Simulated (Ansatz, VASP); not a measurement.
## Li: VASP beside Ansatz

```
Li
1.0
     1.58067   -5.20832    0.00000
     1.58067    5.20832    0.00000
     0.00000    0.00000    4.87453
Li
4
Cartesian
  1.5807 3.8444 4.8766
  1.5807 -1.3639 2.4352
  1.5807 -3.8444 -0.0021
  1.5807 1.3639 2.4393
```

Alike in both runs: functional PBEsol; k mesh 6 × 6 × 4; occupations gaussian, width 0.1 eV; no spin polarisation.

Ansatz relaxed the structure, and its values are those at the end. VASP's run is a single point on that final structure, the one shown.

|  | VASP | Ansatz |
| --- | --- | --- |
| version | VASP 6.6.1 | Ansatz 0.2.0 |
| potentials or method | VASP PAW PBE potentials, release 64 (Li_sv), cutoff 520 eV | scalar-relativistic, plane waves, PAW |
| valence electrons in the cell | 12 | 12 |

```csv
,VASP,Ansatz,Ansatz less VASP
gap on the k mesh at the Fermi level (eV),none,none,-
rms of the force components (eV/Å),0.007,0.006,-0.0009
```

VASP's potentials were made for PBE, not for PBEsol. A gap of «none» marks a metal or a gap that the smearing closes. The functional is the same, so the differences come from potentials, cutoffs and numerics.

Noted on VASP's run: the cutoff is short for stress, so the pressure is rough.
